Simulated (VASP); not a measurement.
# Al (Fm-3m) in VASP: settings compared

Al is run at these levels: PBE, PBE+D3(BJ); tasks: single point.

Program: VASP 6.6.1. These are calculated values, not measurements. Logs are shortened: lines on timing, memory, paths and dates and some standing lists are left out, and cuts for length are marked.

## 1. The cell of the first run

Symmetry: Fm-3m, No. 225, cubic system. The conventional cell has a = 4.039 Å, b = 4.039 Å, c = 4.039 Å, α = 90.00°, β = 90.00°, γ = 90.00°. Al (site symmetry m-3m) has 12 Al at 2.86 Å within 3.8 Å.

## 2. Single point, PBE

Contents of INCAR:

```
ALGO     = Normal         # electronic algorithm
EDIFF    = 1E-6           # SCF threshold, eV
ENCUT    = 520            # plane-wave cutoff, eV
GGA      = PE             # functional
ISIF     = 2              # what is computed and relaxed
ISMEAR   = 0              # smearing method
LASPH    = T              # aspherical terms in the spheres
LCHARG   = F              # write CHGCAR
LREAL    = F              # projectors in reciprocal space
LWAVE    = F              # write WAVECAR
NBANDS   = 8              # bands
NELM     = 60             # most SCF steps
PREC     = Accurate       # precision mode
SIGMA    = 0.1            # smearing width, eV
```

Contents of KPOINTS:

```
k-points
0
Gamma
  10 10 10
```

Contents of POSCAR:

```
Al
1.0
    0.0000000000      2.0194648466      2.0194648466
    2.0194648466      0.0000000000      2.0194648466
    2.0194648466      2.0194648466      0.0000000000
Al
1
Direct
    0.0000000000      0.0000000000      0.0000000000
```

Potentials or basis: VASP PAW PBE potentials, release 64 (Al).

Run with:

```sh
cat potpaw_PBE.64/Al/POTCAR > POTCAR
mpirun -np 1 vasp_std > vasp.out
```

OUTCAR:

```text
EDIFF = 1E-6
   ENCUT = 520
   GGA = PE
   ISIF = 2
   ISMEAR = 0
   LASPH = T
   LREAL = F
   NELM = 60
   PREC = Accurate

 ion  position               nearest neighbor table
   1  0.000  0.000  0.000-

  LATTYP: Found a face centered cubic cell.
 ALAT       =     4.0389296932

  Lattice vectors:

 A1 = (   0.0000000000,   2.0194648466,   2.0194648466)
 A2 = (   2.0194648466,   0.0000000000,   2.0194648466)
 A3 = (   2.0194648466,   2.0194648466,   0.0000000000)

Analysis of symmetry for initial positions (statically):
=====================================================================
 Subroutine PRICEL returns:
 Original cell was already a primitive cell.

 Routine SETGRP: Setting up the symmetry group for a
 face centered cubic supercell.

 Subroutine GETGRP returns: Found 48 space group operations
 (whereof 48 operations were pure point group operations)
 out of a pool of 48 trial point group operations.

The static configuration has the point symmetry O_h .

Analysis of symmetry for dynamics (positions and initial velocities):
=====================================================================
 Subroutine PRICEL returns:
 Original cell was already a primitive cell.

 Routine SETGRP: Setting up the symmetry group for a
 face centered cubic supercell.

 Subroutine GETGRP returns: Found 48 space group operations
 (whereof 48 operations were pure point group operations)
 out of a pool of 48 trial point group operations.

The dynamic configuration has the point symmetry O_h .

 Subroutine INISYM returns: Found 48 space group operations
 (whereof 48 operations are pure point group operations),
 and found     1 'primitive' translations

----------------------------------------------------------------------------------------

                                     Primitive cell

  volume of cell :      16.4717

  direct lattice vectors                    reciprocal lattice vectors
     0.000000000  2.019464847  2.019464847    -0.247590346  0.247590346  0.247590346
     2.019464847  0.000000000  2.019464847     0.247590346 -0.247590346  0.247590346
     2.019464847  2.019464847  0.000000000     0.247590346  0.247590346 -0.247590346

  length of vectors
     2.855954575  2.855954575  2.855954575     0.428839059  0.428839059  0.428839059

  position of ions in fractional coordinates (direct lattice)
     0.000000000  0.000000000  0.000000000

  ion indices of the primitive-cell ions
   primitive index   ion index
                 1           1

----------------------------------------------------------------------------------------

 KPOINTS: k-points

Automatic generation of k-mesh.
 Grid dimensions read from file:
 generate k-points for:   10   10   10

 Generating k-lattice:

  Cartesian coordinates                     Fractional coordinates (reciprocal lattice)
    -0.024759035  0.024759035  0.024759035     0.100000000  0.000000000  0.000000000
     0.024759035 -0.024759035  0.024759035     0.000000000  0.100000000  0.000000000
     0.024759035  0.024759035 -0.024759035     0.000000000  0.000000000  0.100000000

  Length of vectors
     0.042883906  0.042883906  0.042883906

  Shift w.r.t. Gamma in fractional coordinates (k-lattice)
     0.000000000  0.000000000  0.000000000

 Subroutine IBZKPT returns following result:
 ===========================================

 Found     47 irreducible k-points:

 Following reciprocal coordinates:
            Coordinates               Weight
  0.000000  0.000000  0.000000      1.000000
  0.100000  0.000000  0.000000      8.000000
  0.200000  0.000000  0.000000      8.000000
  0.300000  0.000000  0.000000      8.000000
  0.400000  0.000000  0.000000      8.000000
  0.500000  0.000000  0.000000      4.000000
[... 16 lines left out ...]
  0.300000  0.300000  0.000000      6.000000
  0.400000  0.300000  0.000000     24.000000
 [... further k-points ...]
   k-points           NKPTS =     47   k-points in BZ     NKDIM =     47   number of bands    NBANDS=      8
   number of dos      NEDOS =    301   number of ions     NIONS =      1
   total plane-waves  NPLWV =  13824
   dimension x,y,z NGX =    24 NGY =   24 NGZ =   24
   dimension x,y,z NGXF=    48 NGYF=   48 NGZF=   48
   ions per type =               1
   NGX,Y,Z   is equivalent  to a cutoff of  13.97, 13.97, 13.97 a.u.
   NGXF,Y,Z  is equivalent  to a cutoff of  27.94, 27.94, 27.94 a.u.
 SYSTEM =  unknown system
   PREC   = accura    normal or accurate (medium, high low for compatibility)
   ISTART =      0    job   : 0-new  1-cont  2-samecut
   ICHARG =      2    charge: 1-file 2-atom 10-const
   ISPIN  =      1    spin polarized calculation?
   LNONCOLLINEAR =      F non collinear calculations
   LSORBIT =      F    spin-orbit coupling
   LASPH  =      T    aspherical Exc in radial PAW
   ENCUT  =  520.0 eV  38.22 Ry    6.18 a.u.   5.31  5.31  5.31*2*pi/ulx,y,z
   NELM   =     60;   NELMIN=  2; NELMDL= -5     # of ELM steps
   EDIFF  = 0.1E-05   stopping-criterion for ELM
   LREAL  =      F    real-space projection
   EDIFFG = 0.1E-04   stopping-criterion for IOM
   NSW    =      0    number of steps for IOM
   IBRION =     -1    ionic relax: 0-MD 1-quasi-New 2-CG
   NFREE  =      0    steps in history (QN), initial steepest desc. (CG)
   ISIF   =      2    stress and relaxation
   ISYM   =      2    0-nonsym 1-usesym 2-fastsym
   POTIM  = 0.5000    time-step for ionic-motion
   TEBEG  =    0.0;   TEEND  =   0.0 temperature during run
   PSTRESS=    0.0 pullay stress
   NELECT =       3.0000    total number of electrons
   NUPDOWN=      -1.0000    fix difference up-down
   EMIN   =  10.00;   EMAX   =-10.00  energy-range for DOS
   EFERMI =   0.00;   METHOD = LEGACY
   ISMEAR =     0;   SIGMA  =   0.10  broadening in eV -4-tet -1-fermi 0-gaus
   EFERMI_NEDOS =   21; number of points for ismear=-14 and -15
   IALGO  =     38    algorithm
   IMIX   =      4    mixing-type and parameters
     AMIX     =   0.40;   BMIX     =  1.00
     AMIX_MAG =   1.60;   BMIX_MAG =  1.00
  volume/ion in A,a.u.               =      16.47       111.16
  Fermi-wavevector in a.u.,A,eV,Ry     =   0.927974  1.753616 11.716453  0.861135
  Thomas-Fermi vector in A             =   2.054101
   LORBIT       =      0    0 simple, 1 ext, 2 COOP (PROOUT), +10 PAW based schemes
   GGA     = PE    functional components
   LHFCALC =     F    Hartree Fock is set to
   AEXX    =    0.0000 exact exchange contribution
   IVDW    =     0    specifies the selected vdW correction
   LEPSILON=     F    determine dielectric tensor
   LRPA    =     F    only Hartree local field effects (RPA)
 non-spin polarized calculation
 Gauss-broadening in eV      SIGMA  =   0.10
  energy-cutoff  :      520.00
  volume of cell :       16.47
 maximum number of plane-waves:       459
 NGX is ok and might be reduce to    24
   NGX = 11   NGY = 11   NGZ = 11

 number of electron       3.0000000 magnetization

 Free energy of the ion-electron system (eV)
  ---------------------------------------------------
  ext. energy  EPLUGINS =         0.00000000
  ---------------------------------------------------
  free energy    TOTEN  =        -3.72792207 eV

  energy without entropy =       -3.72276804  energy(sigma->0) =       -3.72534505

 E-fermi :   8.1507     XC(G=0): -10.2037

 val. band max:        8.1374580012   @ k =  -0.4000   0.4000   0.1000
 cond. band min:       8.2184732807   @ k =  -0.3000   0.4000   0.1000
 fundamental gap:      0.0810152795
 Fermi energy:         8.1506874404

 k-point     1 :       0.0000    0.0000    0.0000
  band No.  band energies     occupation
      1      -3.1292      2.00000
      2      20.6456      0.00000
      3      20.6456      0.00000
      4      20.6456      0.00000
      5      22.1496      0.00000
      6      22.1496      0.00000
      7      22.1496      0.00000
      8      24.4946      0.00000

 k-point     2 :       0.1000    0.0000    0.0000
  band No.  band energies     occupation
      1      -2.8572      2.00000
      2      17.3557      0.00000
      3      19.9244      0.00000
      4      19.9244      0.00000
      5      22.8018      0.00000
      6      23.2787      0.00000
      7      23.2787      0.00000
      8      26.1621      0.00000

 k-point     3 :       0.2000    0.0000    0.0000
  band No.  band energies     occupation
      1      -2.0443      2.00000
      2      13.3557      0.00000
      3      19.1671      0.00000
      4      19.1671      0.00000
      5      22.5127      0.00000
      6      23.6808      0.00000
      7      23.6808      0.00000
      8      25.7643      0.00000

 k-point     4 :       0.3000    0.0000    0.0000
  band No.  band energies     occupation
      1      -0.6998      2.00000
      2       9.6577      0.00000
      3      18.8165      0.00000
      4      18.8165      0.00000
      5      21.9236      0.00000
      6      21.9236      0.00000
      7      22.3409      0.00000
      8      25.9205      0.00000

 k-point     5 :       0.4000    0.0000    0.0000
  band No.  band energies     occupation
      1       1.1617      2.00000
      2       6.3683      2.00000
      3      18.9127      0.00000
      4      18.9127      0.00000
      5      20.4741      0.00000
      6      20.4741      0.00000
      7      22.5546      0.00000
      8      24.3822      0.00000

 k-point     6 :       0.5000    0.0000    0.0000
  band No.  band energies     occupation
      1       3.4177      2.00000
      2       3.6345      2.00000
      3      19.4439      0.00000
      4      19.4439      0.00000
      5      19.4864      0.00000
      6      19.4864      0.00000
      7      23.1567      0.00000
      8      23.3184      0.00000

 k-point     7 :       0.1000    0.1000    0.0000
  band No.  band energies     occupation
      1      -2.7666      2.00000
      2      18.5258      0.00000
      3      18.5258      0.00000
      4      18.8000      0.00000
      5      21.3580      0.00000
      6      23.9598      0.00000
      7      24.7934      0.00000
      8      24.7934      0.00000
[... 133 lines left out ...]
 k-point    20 :      -0.4000    0.2000    0.0000
  band No.  band energies     occupation
      1       3.5998      2.00000
      2       5.3296      2.00000
      3      12.2908      0.00000
      4      16.4190      0.00000
      5      18.2716      0.00000
      6      24.2385      0.00000
      7      26.7716      0.00000
      8      29.7242      0.00000

 k-point    21 :      -0.3000    0.2000    0.0000
  band No.  band energies     occupation
      1       1.4251      2.00000
      2       8.2390      0.21160
      3      11.9413      0.00000
      4      17.5870      0.00000
      5      19.5425      0.00000
      6      23.8311      0.00000
      7      26.2430      0.00000
      8      26.9994      0.00000

 k-point    22 :      -0.2000    0.2000    0.0000
  band No.  band energies     occupation
      1      -0.2545      2.00000
      2      11.0931      0.00000
      3      12.5847      0.00000
      4      19.2115      0.00000
      5      21.2357      0.00000
      6      23.4518      0.00000
      7      24.4721      0.00000
      8      25.4623      0.00000

 k-point    23 :       0.3000    0.3000    0.0000
  band No.  band energies     occupation
      1       0.1000      2.00000
      2      13.9093      0.00000
      3      14.7017      0.00000
      4      14.8520      0.00000
      5      14.8520      0.00000
      6      18.3815      0.00000
      7      30.3622      0.00000
      8      31.5032      0.00000

 k-point    24 :       0.4000    0.3000    0.0000
  band No.  band energies     occupation
      1       1.4216      2.00000
      2      11.4623      0.00000
      3      11.9071      0.00000
      4      14.4682      0.00000
      5      15.7702      0.00000
      6      19.3602      0.00000
      7      29.6529      0.00000
      8      31.8997      0.00000

 [... further k-points ...]
[... 5 lines left out ...]
  --------------------------------------------------------------------------------------
  -------------------------------------------------------------------------------------
  Total       -0.0059237     -0.0059237     -0.0059237      0.0000000     -0.0000000      0.0000000
  in kB       -0.5761871     -0.5761871     -0.5761871      0.0000000     -0.0000000      0.0000000
  external PRESSURE =      -0.5761871 kB  Pullay stress =       0.0000000 kB

 VOLUME and BASIS-vectors are now :
 -----------------------------------------------------------------------------
  energy-cutoff  :      520.00
  volume of cell :       16.47
      direct lattice vectors                 reciprocal lattice vectors
     0.000000000  2.019464847  2.019464847    -0.247590346  0.247590346  0.247590346
     2.019464847  0.000000000  2.019464847     0.247590346 -0.247590346  0.247590346
     2.019464847  2.019464847  0.000000000     0.247590346  0.247590346 -0.247590346

 POSITION                                       TOTAL-FORCE (eV/Angst)
 -----------------------------------------------------------------------------------
      0.00000      0.00000      0.00000         0.000000      0.000000      0.000000
 -----------------------------------------------------------------------------------
    total drift:                                0.000000     -0.000000     -0.000000

  FREE ENERGIE OF THE ION-ELECTRON SYSTEM (eV)
  ---------------------------------------------------
  free  energy   TOTEN  =        -3.7279220726 eV

  energy  without entropy=       -3.7227680370  energy(sigma->0) =       -3.72534505
```

It took 6.7 s on 1 thread of AMD EPYC 7R13 (Zen 3), shared host; peak memory 0.1 GiB.

What came out:

| Item | Value |
| --- | --- |
| Free energy | -3.7279 eV |
| Pressure | -0.1 GPa |

## 3. Single point, PBE

Contents of INCAR:

```
SYSTEM = Al
ALGO = Fast ; EDIFF = 1E-7
ENCUT = 520 ; GGA = PE
ISIF = 2 ; ISMEAR = -4
LASPH = .TRUE. ; LCHARG = .FALSE.
LREAL = .FALSE. ; LWAVE = .FALSE.
NBANDS = 8 ; NELM = 60
PREC = Accurate ; SIGMA = 0.1
```

Contents of KPOINTS:

```
k-points
0
G
  10 10 10
  0 0 0
```

POSCAR is that of step 2.

Potentials or basis: VASP PAW PBE potentials, release 64 (Al).

Run with:

```sh
cat potpaw_PBE.64/Al/POTCAR > POTCAR
mpirun -np 1 vasp_std > vasp.out
```

It took 7.1 s on 1 thread of AMD EPYC 7R13 (Zen 3), shared host; peak memory 0.1 GiB.

The run converged. Its results:

```
Free energy : -3.5981 eV
Pressure    : 0.0 GPa
```

Levels at points of the mesh, in eV from the Fermi level:
```tsv
k point	band 1	band 2	band 3	band 4	band 5	band 6
(0.00, 0.00, 0.00)	-11.20	12.58	12.58	12.58	14.08	14.08
(0.50, 0.00, 0.00)	-4.65	-4.44	11.37	11.37	11.42	11.42
(0.50, 0.50, 0.00)	-2.98	-1.65	5.21	5.55	5.55	9.03
```

## 4. Single point, PBE

Contents of INCAR:

```
PREC     = Accurate       # precision mode
ENCUT    = 520            # plane-wave cutoff, eV
EDIFF    = 1E-6           # SCF threshold, eV
ISMEAR   = 0              # smearing method
SIGMA    = 0.1            # smearing width, eV
LREAL    = False          # projectors in reciprocal space
LASPH    = True           # aspherical terms in the spheres
NELM     = 100            # most SCF steps
ALGO     = Normal         # electronic algorithm
ISIF     = 2              # what is computed and relaxed
LWAVE    = False          # write WAVECAR
LCHARG   = False          # write CHGCAR
GGA      = PE             # functional
NELECT   = 2.5          
NBANDS   = 8              # bands
```

Contents of KPOINTS:

```
Automatic mesh
0
Gamma
  10 10 10
```

POSCAR is that of step 3.

Run with:

```sh
cat potpaw_PBE.64/Al/POTCAR > POTCAR
mpirun -np 1 vasp_std > vasp.out
```

Run time: 6.2 s. Hardware: 1 thread of AMD EPYC 7R13 (Zen 3), shared host; peak memory 0.1 GiB.

The run converged. Its results:

| Property | Result |
| --- | --- |
| Free energy | -7.5525 eV |

Levels at points of the mesh, in eV from the Fermi level:
| k point | band 1 | band 2 | band 3 | band 4 | band 5 | band 6 |
| --- | --- | --- | --- | --- | --- | --- |
| (0.00, 0.00, 0.00) | -9.88 | 13.90 | 13.90 | 13.90 | 15.36 | 15.36 |
| (0.50, 0.00, 0.00) | -3.32 | -3.13 | 12.65 | 12.65 | 12.76 | 12.76 |
| (0.50, 0.50, 0.00) | -1.67 | -0.33 | 6.53 | 6.85 | 6.85 | 10.34 |

Caveat: the cell carries a net charge on a neutralising background, which shifts energy and pressure; the cell is charged against a uniform background, so pressure and absolute levels hang on convention.

## 5. Single point, PBE+D3(BJ)

Contents of INCAR:

```
ALGO = Fast
EDIFF = 1E-7
ENCUT = 520
GGA = PE
ISIF = 2
ISMEAR = 0
IVDW = 12
LASPH = True
LCHARG = False
LREAL = False
LWAVE = False
NBANDS = 8
NELM = 100
PREC = Accurate
SIGMA = 0.1
```

Contents of KPOINTS:

```
k-points
0
Gamma
  10 10 10
```

POSCAR is that of step 4.

Run with:

```sh
cat potpaw_PBE.64/Al/POTCAR > POTCAR
mpirun -np 1 vasp_std > vasp.out
```

Run time: 6.9 s. Hardware: 1 thread of AMD EPYC 7R13 (Zen 3), shared host; peak memory 0.11 GiB.

The run converged. Its results:

* Free energy: -4.0648 eV
* Pressure: -3.5 GPa
* Dispersion energy per atom: -0.337 eV

Levels at points of the mesh, in eV from the Fermi level:
```csv
k point,band 1,band 2,band 3,band 4,band 5,band 6
"(0.00, 0.00, 0.00)",-11.28,12.49,12.49,12.49,14.00,14.00
"(0.50, 0.00, 0.00)",-4.73,-4.52,11.29,11.29,11.34,11.34
"(0.50, 0.50, 0.00)",-3.06,-1.73,5.12,5.47,5.47,8.95
```

Caveat: pairwise dispersion overbinds metals, which lowers pressure and volume.

## 6. Single point, PBE

Contents of INCAR:

```
PREC = Accurate
ENCUT = 520
EDIFF = 1E-6
ISMEAR = -4
SIGMA = 0.1
LREAL = False
LASPH = True
NELM = 60
ALGO = Fast
ISIF = 2
LWAVE = False
LCHARG = True
GGA = PE
LELF = True
LVHAR = True
NBANDS = 8
```

Contents of KPOINTS:

```
regular mesh
0
Gamma
  10 10 10
```

POSCAR is that of step 5.

Potentials or basis: VASP PAW PBE potentials, release 64 (Al).

Run with:

```sh
cat potpaw_PBE.64/Al/POTCAR > POTCAR
mpirun -np 1 vasp_std > vasp.out
```

Wall time 3.1 s (1 thread of Intel Xeon 6975P-C (Granite Rapids), shared host); peak memory 0.13 GiB.

It converged, with:

```
Free energy : -3.5981 eV
Pressure    : 0.0 GPa
```

Levels at points of the mesh, in eV from the Fermi level:
| k point | band 1 | band 2 | band 3 | band 4 |
| --- | --- | --- | --- | --- |
| (0.00, 0.00, 0.00) | -11.20 | 12.58 | 12.58 | 12.58 |
| (0.50, 0.00, 0.00) | -4.65 | -4.44 | 11.37 | 11.37 |
| (0.50, 0.50, 0.00) | -2.98 | -1.65 | 5.21 | 5.55 |

## 7. The runs side by side

| level | smearing | gap on the mesh (eV) | pressure (GPa) |
| --- | --- | --- | --- |
| PBE | gaussian 0.1 eV | none | -0.1 |
| PBE | tetrahedron | none | 0.0 |
| PBE+D3(BJ) | gaussian 0.1 eV | none | -3.5 |

Alike in all rows: task single point; potentials or basis VASP PAW PBE potentials, release 64 (Al); no spin polarisation; cell as given; k mesh 10 × 10 × 10; cutoff (eV) 520.

Every run on the cell as given and a fine mesh finds a metal. The pressure there spans -3.5 GPa (PBE+D3(BJ)) to 0.0 GPa (PBE); a positive pressure means that this level wants a larger cell, a negative one a smaller.

Caveats: pairwise dispersion overbinds metals, which lowers pressure and volume (some runs).

Absolute energies hang on the potentials; compare differences alone.
